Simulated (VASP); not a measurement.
Write the native input for VASP 6.6.1 that does the following.

| Quantity | Value |
| --- | --- |
| Task | relaxation of shape and atoms at fixed volume |
| Functional | PBE |
| Potentials or basis | VASP PAW PBE potentials, release 64 (Zr_sv, C) |
| Cutoff | 600 eV |
| k mesh | 12 × 12 × 12 |
| Occupations | gaussian, width 0.05 eV |
| Spin | no spin polarisation |
| Dipole correction | no |
| Further INCAR settings | ALGO = Normal; EDIFF = 1e-06; IBRION = 2; EDIFFG = -0.01; NSW = 60; ISIF = 4 |

The structure of ZrC lies in POSCAR:

```
ZrC
1.0
    3.3500223431      0.0000000000      0.0000000000
   -1.6750111716      2.9012044523      0.0000000000
    0.0000000000      0.0000000000      2.9961796093
Zr C
1 1
Direct
    0.0000000000      0.0000000000      0.0000000000
    0.6666666667      0.3333333333      0.5000000000
```

This cell differs from its parent crystal: volume scaled by 1.070.

The input as run:

INCAR

```
ALGO = Normal ; EDIFF = 1E-6
EDIFFG = -0.01 ; ENCUT = 600
GGA = PE ; IBRION = 2
ISIF = 4 ; ISMEAR = 0
LASPH = T ; LCHARG = F
LREAL = F ; LWAVE = F
NELM = 80 ; NSW = 60
PREC = Accurate ; SIGMA = 0.05
```

KPOINTS

```
k-points
0
Gamma
  12 12 12
```

Potentials or basis: VASP PAW PBE potentials, release 64 (Zr_sv, C).

Run with:

```console
$ cat potpaw_PBE.64/Zr_sv/POTCAR potpaw_PBE.64/C/POTCAR > POTCAR
$ mpirun -np 1 vasp_std > vasp.out
```

Results of the run:

```yaml
Energy_gained_by_relaxing: 0.1 meV/atom
Ionic_steps: 3
Pressure_after_relaxing: -10.8 GPa
Band_gap_on_the_k_mesh: zero (band 8 reaches 8.37 eV, above the bottom of band 9 at 8.21 eV)
```

It took 78 s on 1 thread of Intel(R) Xeon(R) 6975P-C (Granite Rapids), on a shared host, peak memory 0.2 GiB.
